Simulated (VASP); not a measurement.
## NaH: single point with PBE

Crystal: NaH.

```
Na H
1.0
     0.00000    2.43996    2.43996
     2.43996    0.00000    2.43996
     2.43996    2.43996    0.00000
Na H
1 1
Cartesian
  0.0000 0.0000 0.0000
  2.4400 2.4400 2.4400
```

This cell differs from its parent crystal: volume scaled by 1.03.

```
Program                : VASP 6.6.1
Task                   : single point
Functional             : PBE
Potentials or basis    : VASP PAW PBE potentials, release 64 (Na_pv, H)
Cutoff                 : 520 eV
k mesh                 : 8 × 8 × 8
Occupations            : gaussian, width 0.02 eV
Spin                   : no spin polarisation
Dipole correction      : no
Further INCAR settings : ALGO = Normal; EDIFF = 1e-06; NBANDS = 11
```

| Item | Value |
| --- | --- |
| Pressure | -0.7 GPa |
| Band gap on the k mesh | 3.71 eV, indirect (least direct gap 4.55 eV) |

Levels at points of the mesh, in eV from the valence-band top:
```
           k point  band 1  band 2  band 3  band 4  band 5  band 6  band 7  band 8  band 9
(0.00, 0.00, 0.00)  -22.15  -22.15  -22.15   -3.54   10.16   15.39   15.39   15.39   16.17
(0.50, 0.00, 0.00)  -22.24  -22.16  -22.16   -0.84    3.71   10.58   13.20   13.20   16.06
(0.50, 0.50, 0.00)  -22.23  -22.18  -22.18   -0.17    4.58    9.92   10.49   10.49   11.47
```

Run time: 16 s on 1 thread of Intel Xeon 8259CL, on a shared host, peak memory 0.15 GiB.

 A k mesh can miss the band edges.
